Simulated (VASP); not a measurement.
A run of VASP 6.6.1 is set up as follows.

INCAR

```
SYSTEM = RbCaBr3
  PREC = Accurate
  ENCUT = 520
  EDIFF = 1E-6
  ISMEAR = 0
  SIGMA = 0.05
  LREAL = .False.
  LASPH = .True.
  NELM = 60
  ALGO = Normal
  ISIF = 2
  LWAVE = .False.
  LCHARG = .True.
  LELF = .True.
  LVHAR = .True.
  NBANDS = 28
```

KPOINTS

```
regular mesh
0
Gamma
  4 4 4
  0 0 0
```

POSCAR

```
RbCaBr3
1.0
    5.7366900000      0.0358543125      0.0000000000
    0.0358543125      5.7366900000      0.0000000000
    0.0000000000      0.0000000000      5.7366900000
Rb Ca Br
1 1 3
Direct
    0.5000000000      0.5000000000      0.5000000000
    0.0000000000      0.0000000000      0.0000000000
    0.5000000000      0.0000000000      0.0000000000
    0.0000000000      0.5000000000      0.0000000000
    0.0000000000      0.0000000000      0.5000000000
```

Potentials or basis: VASP PAW LDA potentials, release 64 (Rb_sv, Ca_sv, Br).

The run is started by

```console
$ cat potpaw_LDA.64/Rb_sv/POTCAR potpaw_LDA.64/Ca_sv/POTCAR potpaw_LDA.64/Br/POTCAR > POTCAR
$ mpirun -np 1 vasp_std > vasp.out
```

Problem. Estimate the pressure.

Solution. -2.4 GPa.

Problem. Estimate the band gap on the k mesh.

Solution. 3.68 eV, indirect (least direct gap 3.96 eV).

Stress tensor (GPa, compression positive):
```
-2.38 -0.08  0.00
-0.08 -2.38  0.00
 0.00  0.00 -2.38
```

Caveat: the cell differs from its parent crystal (strain +0.0125 x Voigt [0, 0, 0, 0, 0, 1]). A k mesh can miss the band edges.
